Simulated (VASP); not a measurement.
Input of a VASP 6.6.1 run:

The input INCAR:

```
SYSTEM = I
  PREC = Accurate
  ENCUT = 600
  EDIFF = 1E-6
  ISMEAR = -1
  SIGMA = 0.05
  LREAL = .FALSE.
  LASPH = .TRUE.
  NELM = 100
  ALGO = Normal
  ISIF = 3
  LWAVE = .FALSE.
  LCHARG = .FALSE.
  GGA = PS
  IBRION = 2
  NSW = 60
  EDIFFG = -0.01
```

KPOINTS

```
Automatic mesh
0
G
  7 7 11
  0 0 0
```

POSCAR

```
I
1.0
    2.5383465792     -3.7066249365      0.0000000000
    2.5383465792      3.7066249365      0.0000000000
   -1.6208748370      0.0000000000      2.3810977968
I
1
Direct
    0.5000000000      0.5000000000      0.5000000000
```

Potentials or basis: VASP PAW PBE potentials, release 64 (I).

Run with:

```console
$ cat potpaw_PBE.64/I/POTCAR > POTCAR
$ mpirun -np 1 vasp_std > vasp.out
```

**Question.** Estimate the band gap on the k mesh.

**Answer.** Zero (an odd number of electrons rules out a gap without spin polarisation).

**Question.** What does it give for the space group after relaxing (to 0.1 Å)?

**Answer.** C2/m (No. 12).

**Question.** Estimate the relaxed volume.

**Answer.** 37.75 Å³/atom.

Final structure:
```yaml
crystal:
  lattice:
    - [2.23802, -3.73287, -0.37231]
    - [2.23802, 3.73287, -0.37231]
    - [-1.77345, 0.00000, 2.55449]
  atoms:
    - { symbol: I, position: [0.50000, 0.50000, 0.50000] }
```

Caveat: the volume moved by over 15 % at a fixed basis, so the end points are rough; the PAW data sets were made with another functional, which shifts forces and pressure a little; spin-orbit coupling is left out, which moves the levels of the heavy elements; an odd number of electrons without spin polarisation forces a metal; a magnetic or distorted state may lie lower.
